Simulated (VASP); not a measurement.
Set up this calculation in VASP 6.6.1, as the native input.

| Quantity | Value |
| --- | --- |
| Task | single point |
| Functional | PBEsol |
| Potentials or basis | VASP PAW PBE potentials, release 64 (As_d) |
| Cutoff | 600 eV |
| k mesh | 15 × 15 × 15 |
| Occupations | gaussian, width 0.1 eV |
| Spin | no spin polarisation |
| Dipole correction | no |
| Second run | valence_matched |
| Further INCAR settings | ALGO = Normal; EDIFF = 1e-06; NBANDS = 22 |

The structure of As lies in POSCAR:

```
As
1.0
    1.8907537976      1.0916272140      3.3681262605
   -1.8907537976      1.0916272140      3.3681262605
    0.0000000000     -2.1832544280      3.3681262605
As
2
Direct
    0.2301746554      0.2301746554      0.2301746554
    0.7698253446      0.7698253446      0.7698253446
```

These files were run (other wordings do the same):

INCAR

```
SYSTEM = As
PREC = Accurate
ENCUT = 600
EDIFF = 1E-6
ISMEAR = 0
SIGMA = 0.1
LREAL = .FALSE.
LASPH = .TRUE.
NELM = 120
ALGO = Normal
ISIF = 2
LWAVE = .FALSE.
LCHARG = .FALSE.
GGA = PS
NBANDS = 22
GGA_COMPAT = .FALSE.
```

KPOINTS

```
regular mesh
0
G
  15 15 15
  0 0 0
```

Potentials or basis: VASP PAW PBE potentials, release 64 (As_d).

Run with:

```bash
$ cat potpaw_PBE.64/As_d/POTCAR > POTCAR
$ mpirun -np 1 vasp_std > vasp.out
```

Results of the run:

| Quantity | Value |
| --- | --- |
| Pressure | 0.2 GPa |
| Largest force | 0.007 eV/Å |
| Band gap on the k mesh | zero (band 15 reaches 3.93 eV, above the bottom of band 16 at 3.78 eV) |

Caveat: the PAW data sets were made with another functional, which shifts forces and pressure a little.

It took 3.1 min on 1 thread of Intel(R) Xeon(R) Platinum 8259CL CPU @ 2.50GHz (Skylake/Cascade Lake), on a shared host, peak memory 0.4 GiB.
